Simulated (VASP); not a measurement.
Input of a VASP 6.6.1 run:

INCAR

```
PREC = Accurate ; ENCUT = 600
EDIFF = 1E-6 ; ISMEAR = 0
SIGMA = 0.1 ; LREAL = F
LASPH = T ; NELM = 60
ALGO = Normal ; ISIF = 3
LWAVE = F ; LCHARG = F
GGA = PE ; IBRION = 2
NSW = 100 ; EDIFFG = -0.01
```

The input KPOINTS:

```
Automatic mesh
0
Gamma
  8 8 8
```

POSCAR

```
CaAl4O
1.0
    0.0000000000      3.8491694319      3.8491694319
    3.8491694319      0.0000000000      3.8491694319
    3.8491694319      3.8491694319      0.0000000000
Ca Al O
1 4 1
Direct
    0.0000000000      0.0000000000      0.0000000000
    0.6256867668      0.6256867668      0.1229396995
    0.6256867668      0.1229396995      0.6256867668
    0.1229396995      0.6256867668      0.6256867668
    0.6256867668      0.6256867668      0.6256867668
    0.2500000000      0.2500000000      0.2500000000
```

Potentials or basis: VASP PAW PBE potentials, release 64 (Ca_sv, Al, O).

Launch:

```sh
$ cat potpaw_PBE.64/Ca_sv/POTCAR potpaw_PBE.64/Al/POTCAR potpaw_PBE.64/O/POTCAR > POTCAR
$ mpirun -np 1 vasp_std > vasp.out
```

What does it give for the space group after relaxing (to 0.1 Å)?

F-43m (No. 216).

What does it give for the relaxed cell?

a = 5.458 Å, b = 5.458 Å, c = 5.458 Å, α = 60.00°, β = 60.00°, γ = 60.00°.

What does it give for the relaxed volume?

19.17 Å³/atom.

Final structure:
```
Ca Al O
1.0
     0.00000    3.85972    3.85972
     3.85972    0.00000    3.85972
     3.85972    3.85972    0.00000
Ca Al O
1 4 1
Direct
  0.00000 0.00000 0.00000
  0.62569 0.62569 0.12293
  0.62569 0.12293 0.62569
  0.12293 0.62569 0.62569
  0.62569 0.62569 0.62569
  0.25000 0.25000 0.25000
```

Caveat: the highest band is partly filled, so the run has too few bands.
